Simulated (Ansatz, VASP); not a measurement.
# H: VASP beside Ansatz

```
H
1.0
     1.61629   -2.73876    0.00000
     1.61629    2.73876    0.00000
     0.00000    0.00000    6.09115
H
4
Direct
  0.59052 0.40948 0.96514
  0.40948 0.59052 0.03486
  0.40948 0.59052 0.46514
  0.59052 0.40948 0.53486
```

Alike in both runs: task single point; functional PBE; k mesh 8 × 8 × 4; occupations gaussian, width 0.02 eV; no spin polarisation.

```csv
,VASP,Ansatz
version,VASP 6.6.1,Ansatz 0.2.0
potentials or method,"VASP PAW PBE potentials, release 64 (H), cutoff 500 eV","scalar-relativistic, plane waves, PAW"
valence electrons in the cell,4,4
```

VASP gave:

- gap on the k mesh at the Fermi level (eV): 4.29
- least direct gap on the mesh (eV): 4.29
- pressure (GPa): -9.4
- traceless stress, the component that is largest in VASP (GPa): -15.12
- rms of the force components (eV/Å): 2.591

Task: What did Ansatz give for the same quantities?

Result: gap on the k mesh at the Fermi level (eV): 4.29; least direct gap on the mesh (eV): 4.29; pressure (GPa): -9.2; traceless stress, the component that is largest in VASP (GPa): -15.11; rms of the force components (eV/Å): 2.588.

Atom by atom the forces differ by 0.003 eV/Å (rms over components).
